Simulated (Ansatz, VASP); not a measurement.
# Two plane-wave programs on P

```
P
1.0
     4.09663    0.00000    0.00000
    -2.04831    3.54778    0.00000
     0.00000    0.00000    2.35694
P
2
Direct
  0.33333 0.66667 0.00000
  0.66667 0.33333 0.00000
```

Alike in both runs: functional PBE; k mesh 18 × 18 × 24; occupations gaussian, width 0.1 eV; no spin polarisation.

Ansatz relaxed the structure, and its values are those at the end. VASP's run is a single point on that final structure, the one shown.

|  | VASP | Ansatz |
| --- | --- | --- |
| version | VASP 6.6.1 | Ansatz 0.2.0 |
| potentials or method | VASP PAW PBE potentials, release 64 (P), cutoff 520 eV | scalar-relativistic, plane waves, PAW |
| valence electrons in the cell | 10 | 10 |

```csv
,VASP,Ansatz,Ansatz less VASP
gap on the k mesh at the Fermi level (eV),none,none,-
pressure (GPa),-0.2,0.0,+0.24
```

A gap of «none» marks a metal or a gap that the smearing closes.
